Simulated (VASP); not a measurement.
Sc: single point with PBEsol

Sc:

```xyz
2
Lattice="3.0317 0.0000 0.0000 -1.5159 2.6255 0.0000 0.0000 0.0000 6.2749" Properties=species:S:1:pos:R:3 pbc="T T T"
Sc    0.0000    1.7504    1.5687
Sc    1.5159    0.8752    4.7062
```

This cell differs from its parent crystal: ratio of the length along z to the lengths across it x 1.3, volume and fractional coordinates fixed.

- Program: VASP 6.6.1
- Task: single point
- Functional: PBEsol
- Potentials or basis: VASP PAW PBE potentials, release 64 (Sc_sv)
- Cutoff: 520 eV
- k mesh: 18 × 18 × 10
- Occupations: gaussian, width 0.15 eV
- Spin: no spin polarisation

- Pressure: -1.1 GPa
- Band gap on the k mesh: zero (bands 11 and 12 overlap by 0.60 eV)

Stress tensor (GPa, compression positive):
```
  5.16   0.00   0.00
  0.00   5.16   0.00
  0.00   0.00 -13.59
```

Levels at points of the mesh, in eV from the Fermi level:
| k point | band 7 | band 8 | band 9 | band 10 | band 11 | band 12 | band 13 | band 14 | band 15 | band 16 |
| --- | --- | --- | --- | --- | --- | --- | --- | --- | --- | --- |
| (0.00, 0.00, 0.00) | -27.61 | -27.61 | -5.09 | -2.43 | -0.93 | 0.35 | 1.73 | 1.73 | 1.85 | 1.85 |
| (0.50, 0.00, 0.00) | -27.77 | -27.74 | -1.42 | -1.18 | -0.83 | 0.52 | 0.52 | 1.14 | 2.41 | 3.57 |
| (0.00, 0.00, 0.50) | -27.62 | -27.62 | -4.07 | -4.07 | -0.10 | -0.10 | 1.77 | 1.77 | 1.77 | 1.77 |
| (0.50, 0.00, 0.50) | -27.76 | -27.76 | -1.47 | -1.47 | -0.29 | -0.29 | 1.51 | 1.51 | 2.93 | 2.93 |

It took 2.9 min on 1 thread of Intel(R) Xeon(R) Platinum 8259CL CPU @ 2.50GHz (Skylake/Cascade Lake), with other jobs on the host, peak memory 0.29 GiB.

Caveat: the stress differs along the axes, from -14 to 5 GPa; the PAW data sets were made with another functional, which shifts forces and pressure a little.
